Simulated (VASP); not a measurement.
A run of VASP 6.6.1:

The input INCAR:

```
PREC = Accurate
ENCUT = 400
EDIFF = 1E-6
ISMEAR = 0
SIGMA = 0.1
LREAL = F
LASPH = T
NELM = 200
ALGO = Normal
ISIF = 2
LWAVE = F
LCHARG = F
ISPIN = 2
MAGMOM = 1 1
LORBIT = 11
GGA = PE
NBANDS = 12
GGA_COMPAT = F
```

The input KPOINTS:

```
Automatic mesh
0
Gamma
  12 12 12
```

Contents of POSCAR:

```
H
1.0
    0.0000000000     -3.0788590600      0.0000000000
    3.0788590600      0.0000000000      0.0000000000
   -1.5394295300      1.5394295300      5.1187730500
H
2
Direct
    0.8366612800      0.8366612800      0.6733225600
    0.1633387200      0.1633387200      0.3266774400
```

Potentials or basis: VASP PAW PBE potentials, release 64 (H).

Run with:

```console
$ cat potpaw_PBE.64/H/POTCAR > POTCAR
$ mpirun -np 1 vasp_std > vasp.out
```

Hardware: 1 thread of Intel(R) Xeon(R) Platinum 8375C CPU @ 2.90GHz (Ice Lake) (shared host).

How long does it take, and how much memory?

Run time: 66 s on 1 thread of Intel(R) Xeon(R) Platinum 8375C CPU @ 2.90GHz (Ice Lake), with other jobs on the host, peak memory 0.2 GiB. Counts: scf iterations 22, k points 163.
